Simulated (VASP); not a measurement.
Set up this calculation in VASP 6.6.1, as the native input.

| Quantity | Value |
| --- | --- |
| Task | single point |
| Functional | PBE |
| Potentials or basis | VASP PAW PBE potentials, release 64 (Ti_sv) |
| Cutoff | 520 eV |
| k mesh | 13 × 13 × 13 |
| Occupations | fermi-dirac, width 0.1 eV |
| Spin | no spin polarisation |
| Dipole correction | no |
| Further INCAR settings | ALGO = Normal; EDIFF = 1e-07; NBANDS = 12 |

The structure of Ti lies in POSCAR:

```
Ti
1.0
    2.7137243832      0.0000000000      0.0000000000
    0.0000000000      2.7137243832      0.0000000000
    0.0000000000      0.0000000000      2.7137243832
Ti
1
Direct
    0.0000000000      0.0000000000      0.0000000000
```

This cell differs from its parent crystal: volume scaled by 1.08.

One way to write it, as run:

INCAR

```
SYSTEM = Ti
ALGO = Normal ; EDIFF = 1E-7
ENCUT = 520 ; GGA = PE
ISIF = 2 ; ISMEAR = -1
LASPH = .TRUE. ; LCHARG = .FALSE.
LREAL = .FALSE. ; LWAVE = .FALSE.
NBANDS = 12 ; NELM = 100
PREC = Accurate ; SIGMA = 0.1
```

KPOINTS

```
k-points
0
G
  13 13 13
  0 0 0
```

Potentials or basis: VASP PAW PBE potentials, release 64 (Ti_sv).

Run with:

```console
$ cat potpaw_PBE.64/Ti_sv/POTCAR > POTCAR
$ mpirun -np 1 vasp_std > vasp.out
```

It gave:

```
Pressure               : -5.4 GPa
Band gap on the k mesh : zero (band 6 reaches 7.30 eV, above the bottom of band 7 at 5.60 eV)
```

Run time: 8.4 s on 1 thread of Intel(R) Xeon(R) Platinum 8488C (Sapphire Rapids), on a shared host, peak memory 0.13 GiB.
